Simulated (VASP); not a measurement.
# In5Sb (F-43m) in VASP: relaxation of cell and atoms with PBE

Aim: the relaxation of cell and atoms of In5Sb with PBE.

Program: VASP 6.6.1. These are calculated values, not measurements. Logs are shortened: lines on timing, memory, paths and dates and some standing lists are left out, and cuts for length are marked.

## (1) The cell of the first run

Symmetry: F-43m, No. 216, cubic system. Conventional cell: a = 8.882 Å, b = 8.882 Å, c = 8.882 Å, α = 90.00°, β = 90.00°, γ = 90.00°. In (site symmetry -43m) has 12 In at 3.65 Å and 4 Sb at 3.85 Å within 4.8 Å. Within 3.6 Å of In (site symmetry 3m) lie 6 In at 2.71 to 3.57 Å. Sb (site symmetry -43m) has 16 In at 3.74 to 3.85 Å within 4.9 Å.

## (2) Relaxation of cell and atoms, PBE

Input file INCAR:

```
PREC = Accurate
ENCUT = 600
EDIFF = 1E-6
ISMEAR = 0
SIGMA = 0.1
LREAL = F
LASPH = T
NELM = 60
ALGO = Fast
ISIF = 3
LWAVE = F
LCHARG = F
GGA = PE
IBRION = 2
NSW = 90
EDIFFG = -0.04
```

Input file KPOINTS:

```
regular mesh
0
Gamma
  4 4 4
```

Input file POSCAR:

```
In5Sb
1.0
    0.0000000000      4.4410315200      4.4410315200
    4.4410315200      0.0000000000      4.4410315200
    4.4410315200      4.4410315200      0.0000000000
In Sb
5 1
Direct
    0.5000000000      0.5000000000      0.5000000000
    0.8579262100      0.8579262100      0.8579262100
    0.8579262100      0.8579262100      0.4262213700
    0.8579262100      0.4262213700      0.8579262100
    0.4262213700      0.8579262100      0.8579262100
    0.2500000000      0.2500000000      0.2500000000
```

Potentials or basis: VASP PAW PBE potentials, release 64 (In_d, Sb).

Run with:

```sh
$ cat potpaw_PBE.64/In_d/POTCAR potpaw_PBE.64/Sb/POTCAR > POTCAR
$ mpirun -np 1 vasp_std > vasp.out
```

OUTCAR:

```text
PREC = Accurate
   ENCUT = 600
   EDIFF = 1E-6
   ISMEAR = 0
   LREAL = F
   LASPH = T
   NELM = 60
   ISIF = 3
   GGA = PE
   IBRION = 2
   NSW = 90
   EDIFFG = -0.04

 ion  position               nearest neighbor table
   1  0.500  0.500  0.500-   4 3.65   5 3.65   3 3.65   3 3.65   5 3.65   4 3.65   2 3.65   2 3.65
                             2 3.65   3 3.65   4 3.65   5 3.65   6 3.85   6 3.85   6 3.85   6 3.85
   2  0.858  0.858  0.858-   3 2.71   4 2.71   5 2.71   5 3.57   4 3.57   3 3.57   1 3.65   1 3.65
                             1 3.65   6 3.74   6 3.74   6 3.74
   3  0.858  0.858  0.426-   2 2.71   4 2.71   5 2.71   4 3.57   5 3.57   2 3.57   1 3.65   1 3.65
                             1 3.65   6 3.74   6 3.74   6 3.74
   4  0.858  0.426  0.858-   2 2.71   3 2.71   5 2.71   5 3.57   3 3.57   2 3.57   1 3.65   1 3.65
                             1 3.65   6 3.74   6 3.74   6 3.74
   5  0.426  0.858  0.858-   2 2.71   3 2.71   4 2.71   4 3.57   3 3.57   2 3.57   1 3.65   1 3.65
                             1 3.65   6 3.74   6 3.74   6 3.74
   6  0.250  0.250  0.250-   3 3.74   4 3.74   5 3.74   2 3.74   2 3.74   2 3.74   4 3.74   4 3.74
                             5 3.74   3 3.74   3 3.74   5 3.74   1 3.85   1 3.85   1 3.85   1 3.85

  LATTYP: Found a face centered cubic cell.
 ALAT       =     8.8820630400

  Lattice vectors:

 A1 = (   0.0000000000,   4.4410315200,   4.4410315200)
 A2 = (   4.4410315200,   0.0000000000,   4.4410315200)
 A3 = (   4.4410315200,   4.4410315200,   0.0000000000)

Analysis of symmetry for initial positions (statically):
=====================================================================
 Subroutine PRICEL returns:
 Original cell was already a primitive cell.

 Routine SETGRP: Setting up the symmetry group for a
 face centered cubic supercell.

 Subroutine GETGRP returns: Found 24 space group operations
 (whereof 24 operations were pure point group operations)
 out of a pool of 48 trial point group operations.

The static configuration has the point symmetry T_d .

Analysis of symmetry for dynamics (positions and initial velocities):
=====================================================================
 Subroutine PRICEL returns:
 Original cell was already a primitive cell.

 Routine SETGRP: Setting up the symmetry group for a
 face centered cubic supercell.

 Subroutine GETGRP returns: Found 24 space group operations
 (whereof 24 operations were pure point group operations)
 out of a pool of 48 trial point group operations.

The dynamic configuration has the point symmetry T_d .

 Subroutine INISYM returns: Found 24 space group operations
 (whereof 24 operations are pure point group operations),
 and found     1 'primitive' translations

----------------------------------------------------------------------------------------

                                     Primitive cell

  volume of cell :     175.1788

  direct lattice vectors                    reciprocal lattice vectors
     0.000000000  4.441031520  4.441031520    -0.112586456  0.112586456  0.112586456
     4.441031520  0.000000000  4.441031520     0.112586456 -0.112586456  0.112586456
     4.441031520  4.441031520  0.000000000     0.112586456  0.112586456 -0.112586456

  length of vectors
     6.280567007  6.280567007  6.280567007     0.195005462  0.195005462  0.195005462

  position of ions in fractional coordinates (direct lattice)
     0.500000000  0.500000000  0.500000000
     0.857926210  0.857926210  0.857926210
     0.857926210  0.857926210  0.426221370
     0.857926210  0.426221370  0.857926210
     0.426221370  0.857926210  0.857926210
     0.250000000  0.250000000  0.250000000

  ion indices of the primitive-cell ions
   primitive index   ion index
                 1           1
                 2           2
                 3           3
                 4           4
                 5           5
                 6           6

----------------------------------------------------------------------------------------

 KPOINTS: regular mesh

Automatic generation of k-mesh.
 Grid dimensions read from file:
 generate k-points for:    4    4    4

 Generating k-lattice:

  Cartesian coordinates                     Fractional coordinates (reciprocal lattice)
    -0.028146614  0.028146614  0.028146614     0.250000000  0.000000000  0.000000000
     0.028146614 -0.028146614  0.028146614     0.000000000  0.250000000  0.000000000
     0.028146614  0.028146614 -0.028146614     0.000000000  0.000000000  0.250000000

  Length of vectors
     0.048751366  0.048751366  0.048751366

  Shift w.r.t. Gamma in fractional coordinates (k-lattice)
     0.000000000  0.000000000  0.000000000

 Subroutine IBZKPT returns following result:
 ===========================================

 Found      8 irreducible k-points:

 Following reciprocal coordinates:
            Coordinates               Weight
  0.000000  0.000000  0.000000      1.000000
  0.250000  0.000000  0.000000      8.000000
  0.500000  0.000000  0.000000      4.000000
  0.250000  0.250000  0.000000      6.000000
  0.500000  0.250000  0.000000     24.000000
 -0.250000  0.250000  0.000000     12.000000
  0.500000  0.500000  0.000000      3.000000
 -0.250000  0.500000  0.250000      6.000000
   k-points           NKPTS =      8   k-points in BZ     NKDIM =      8   number of bands    NBANDS=     42
   number of dos      NEDOS =    301   number of ions     NIONS =      6
   total plane-waves  NPLWV = 125000
   dimension x,y,z NGX =    50 NGY =   50 NGZ =   50
   dimension x,y,z NGXF=   100 NGYF=  100 NGZF=  100
   ions per type =               5   1
   NGX,Y,Z   is equivalent  to a cutoff of  13.23, 13.23, 13.23 a.u.
   NGXF,Y,Z  is equivalent  to a cutoff of  26.47, 26.47, 26.47 a.u.
 SYSTEM =  unknown system
   PREC   = accura    normal or accurate (medium, high low for compatibility)
   ISTART =      0    job   : 0-new  1-cont  2-samecut
   ICHARG =      2    charge: 1-file 2-atom 10-const
   ISPIN  =      1    spin polarized calculation?
   LNONCOLLINEAR =      F non collinear calculations
   LSORBIT =      F    spin-orbit coupling
   LASPH  =      T    aspherical Exc in radial PAW
   ENCUT  =  600.0 eV  44.10 Ry    6.64 a.u.  12.54 12.54 12.54*2*pi/ulx,y,z
   NELM   =     60;   NELMIN=  2; NELMDL= -5     # of ELM steps
   EDIFF  = 0.1E-05   stopping-criterion for ELM
   LREAL  =      F    real-space projection
   EDIFFG = -.4E-01   stopping-criterion for IOM
   NSW    =     90    number of steps for IOM
   IBRION =      2    ionic relax: 0-MD 1-quasi-New 2-CG
   NFREE  =      1    steps in history (QN), initial steepest desc. (CG)
   ISIF   =      3    stress and relaxation
   ISYM   =      2    0-nonsym 1-usesym 2-fastsym
   POTIM  = 0.5000    time-step for ionic-motion
   TEBEG  =    0.0;   TEEND  =   0.0 temperature during run
   PSTRESS=    0.0 pullay stress
   NELECT =      70.0000    total number of electrons
   NUPDOWN=      -1.0000    fix difference up-down
   EMIN   =  10.00;   EMAX   =-10.00  energy-range for DOS
   EFERMI =   0.00;   METHOD = LEGACY
   ISMEAR =     0;   SIGMA  =   0.10  broadening in eV -4-tet -1-fermi 0-gaus
   EFERMI_NEDOS =   21; number of points for ismear=-14 and -15
   IALGO  =     68    algorithm
   IMIX   =      4    mixing-type and parameters
     AMIX     =   0.40;   BMIX     =  1.00
     AMIX_MAG =   1.60;   BMIX_MAG =  1.00
  volume/ion in A,a.u.               =      29.20       197.03
  Fermi-wavevector in a.u.,A,eV,Ry     =   1.205814  2.278658 19.782700  1.453987
  Thomas-Fermi vector in A             =   2.341499
   LORBIT       =      0    0 simple, 1 ext, 2 COOP (PROOUT), +10 PAW based schemes
   GGA     = PE    functional components
   LHFCALC =     F    Hartree Fock is set to
   AEXX    =    0.0000 exact exchange contribution
   IVDW    =     0    specifies the selected vdW correction
   LEPSILON=     F    determine dielectric tensor
   LRPA    =     F    only Hartree local field effects (RPA)
 conjugate gradient relaxation of ions
 non-spin polarized calculation
 RMM-DIIS sequential band-by-band and
 Gauss-broadening in eV      SIGMA  =   0.10
  energy-cutoff  :      600.00
  volume of cell :      175.18
 maximum number of plane-waves:      5874
   NGX = 25   NGY = 25   NGZ = 25

--------------------------------------- Ionic step        1  -------------------------------------------

 number of electron      70.0000000 magnetization

 Free energy of the ion-electron system (eV)
  ---------------------------------------------------
  ext. energy  EPLUGINS =         0.00000000
  ---------------------------------------------------
  free energy    TOTEN  =       -14.04832744 eV

  energy without entropy =      -14.02971483  energy(sigma->0) =      -14.03902113

------------------------ aborting loop because EDIFF is reached ----------------------------------------

  FORCE on cell =-STRESS in cart. coord.  units (eV):
  Direction    XX          YY          ZZ          XY          YZ          ZX
  --------------------------------------------------------------------------------------
  -------------------------------------------------------------------------------------
  Total        5.2604128      5.2604128      5.2604128      0.0000000      0.0000000      0.0000000
  in kB       48.1114942     48.1114942     48.1114942      0.0000000      0.0000000      0.0000000
  external PRESSURE =      48.1114942 kB  Pullay stress =       0.0000000 kB

 VOLUME and BASIS-vectors are now :
 -----------------------------------------------------------------------------
  energy-cutoff  :      600.00
  volume of cell :      175.18
      direct lattice vectors                 reciprocal lattice vectors
     0.000000000  4.441031520  4.441031520    -0.112586456  0.112586456  0.112586456
     4.441031520  0.000000000  4.441031520     0.112586456 -0.112586456  0.112586456
     4.441031520  4.441031520  0.000000000     0.112586456  0.112586456 -0.112586456
[... 121 lines left out ...]
 POSITION                                       TOTAL-FORCE (eV/Angst)
 -----------------------------------------------------------------------------------
      4.51489      4.51489      4.51489         0.000000      0.000000     -0.000000
      7.89003      7.89003      7.89003         0.130581      0.130581      0.130581
      5.65465      5.65465      7.89003        -0.130581     -0.130581      0.130581
      5.65465      7.89003      5.65465        -0.130581      0.130581     -0.130581
      7.89003      5.65465      5.65465         0.130581     -0.130581     -0.130581
      2.25745      2.25745      2.25745        -0.000000     -0.000000     -0.000000
 -----------------------------------------------------------------------------------
    total drift:                               -0.000001     -0.000001     -0.000001

  FREE ENERGIE OF THE ION-ELECTRON SYSTEM (eV)
  ---------------------------------------------------
  free  energy   TOTEN  =       -16.0146223351 eV

  energy  without entropy=      -15.9949388647  energy(sigma->0) =      -16.00478060

--------------------------------------- Ionic step        5  -------------------------------------------

 number of electron      70.0000022 magnetization

 Free energy of the ion-electron system (eV)
  ---------------------------------------------------
  ext. energy  EPLUGINS =         0.00000000
  ---------------------------------------------------
  free energy    TOTEN  =       -16.05611396 eV

  energy without entropy =      -16.03477748  energy(sigma->0) =      -16.04544572

 E-fermi :   6.3333     XC(G=0):  -9.6735

 val. band max:        6.3097730696   @ k =   0.5000   0.5000   0.0000
 cond. band min:       6.3859830762   @ k =   0.5000   0.0000   0.0000
 fundamental gap:      0.0762100066
 Fermi energy:         6.3332990747

 k-point     1 :       0.0000    0.0000    0.0000
  band No.  band energies     occupation
      1      -8.6162      2.00000
      2      -8.4575      2.00000
      3      -8.4575      2.00000
      4      -8.4575      2.00000
      5      -8.4447      2.00000
      6      -8.4447      2.00000
[... 371 lines left out ...]
 POSITION                                       TOTAL-FORCE (eV/Angst)
 -----------------------------------------------------------------------------------
      4.46266      4.46266      4.46266         0.000000      0.000000      0.000000
      7.80947      7.80947      7.80947         0.014220      0.014220      0.014220
      5.57851      5.57851      7.80947        -0.014220     -0.014220      0.014220
      5.57851      7.80947      5.57851        -0.014220      0.014220     -0.014220
      7.80947      5.57851      5.57851         0.014220     -0.014220     -0.014220
      2.23133      2.23133      2.23133         0.000000      0.000000      0.000000
 -----------------------------------------------------------------------------------
    total drift:                               -0.000000     -0.000000     -0.000000

  FREE ENERGIE OF THE ION-ELECTRON SYSTEM (eV)
  ---------------------------------------------------
  free  energy   TOTEN  =       -16.0561139609 eV

  energy  without entropy=      -16.0347774769  energy(sigma->0) =      -16.04544572

 reached required accuracy - stopping structural energy minimisation
```

Run time: 6.4 min. Hardware: 1 thread of Intel Xeon 6975P-C (Granite Rapids), shared host; peak memory 0.41 GiB.

What came out:

```
Free energy                            : -16.0561 eV
Relaxed volume                         : 29.63 Å³/atom
Relaxed cell                           : a = 6.311 Å, b = 6.311 Å, c = 6.311 Å, α = 60.00°, β = 60.00°, γ = 60.00°
Space group after relaxing (to 0.05 Å) : F-43m (No. 216)
Energy gained by relaxing              : 334.6 meV/atom
Ionic steps                            : 5
Pressure after relaxing                : -0.1 GPa
Largest force after relaxing           : 0.025 eV/Å
Band gap on the k mesh                 : zero (band 35 reaches 7.18 eV, above the bottom of band 36 at 5.53 eV)
```

Forces on the atoms (eV/Å):
```
In   0.000  0.000  0.000
In   0.014  0.014  0.014
In  -0.014 -0.014  0.014
In  -0.014  0.014 -0.014
In   0.014 -0.014 -0.014
Sb   0.000  0.000  0.000
```

The path:
```tsv
step	energy change (eV)	largest force (eV/Å)	pressure (GPa)	volume (Å³)
1	0.0000	4.3781	4.81	175.18
2	-1.7260	0.4783	-2.87	198.36
3	-1.7261	0.5281	-2.68	197.75
4	-1.9663	0.2262	-1.26	184.07
5	-2.0078	0.0246	-0.13	177.75
```

Final structure:
```cif
data_structure
_symmetry_space_group_name_H-M 'P 1'
_symmetry_Int_Tables_number 1
_cell_length_a 6.3112
_cell_length_b 6.3112
_cell_length_c 6.3112
_cell_angle_alpha 60.000
_cell_angle_beta 60.000
_cell_angle_gamma 60.000
_cell_volume 177.75
loop_
_atom_site_label
_atom_site_type_symbol
_atom_site_fract_x
_atom_site_fract_y
_atom_site_fract_z
_atom_site_occupancy
In1 In 0.50000 0.50000 0.50000 1
In2 In 0.87498 0.87498 0.87498 1
In3 In 0.87498 0.87498 0.37506 1
In4 In 0.87498 0.37506 0.87498 1
In5 In 0.37506 0.87498 0.87498 1
Sb1 Sb 0.25000 0.25000 0.25000 1
```

Levels at points of the mesh, in eV from the Fermi level:
```tsv
k point	band 32	band 33	band 34	band 35	band 36	band 37	band 38	band 39
(0.00, 0.00, 0.00)	-2.71	-2.36	-2.36	-2.36	-0.50	-0.50	-0.50	0.11
(0.50, 0.00, 0.00)	-2.58	-2.58	-0.98	0.05	0.66	0.66	1.55	1.55
(0.50, 0.50, 0.00)	-0.41	-0.06	-0.06	-0.02	1.27	1.84	1.84	2.16
```

Caveat: spin-orbit coupling is left out, which moves the levels of the heavy elements.
